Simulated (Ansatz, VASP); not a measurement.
**CoSi2 in VASP and in Ansatz**

```xyz
3
Lattice="0.0000 2.6802 2.6802 2.6802 0.0000 2.6802 2.6802 2.6802 0.0000" Properties=species:S:1:pos:R:3 pbc="T T T"
Co    0.0000    0.0000    0.0000
Si    1.3401    1.3401    1.3401
Si    4.0203    4.0203    4.0203
```

Alike in both runs: task single point; functional PBE; k mesh 12 × 12 × 12; occupations gaussian, width 0.15 eV; no spin polarisation.

|  | VASP | Ansatz |
| --- | --- | --- |
| version | VASP 6.6.1 | Ansatz 0.2.0 |
| potentials or method | VASP PAW PBE potentials, release 64 (Co, Si), cutoff 520 eV | scalar-relativistic, plane waves, PAW |
| valence electrons in the cell | 17 | 25 |

```csv
,VASP,Ansatz,Ansatz less VASP
gap on the k mesh at the Fermi level (eV),none,none,-
pressure (GPa),-0.3,0.0,+0.28
```

A gap of «none» marks a metal or a gap that the smearing closes. The functional is the same, so the differences come from potentials, cutoffs and numerics. VASP's potentials hold 17 valence electrons a cell and Ansatz's 25, so a difference there can come from the potentials and not from the codes.
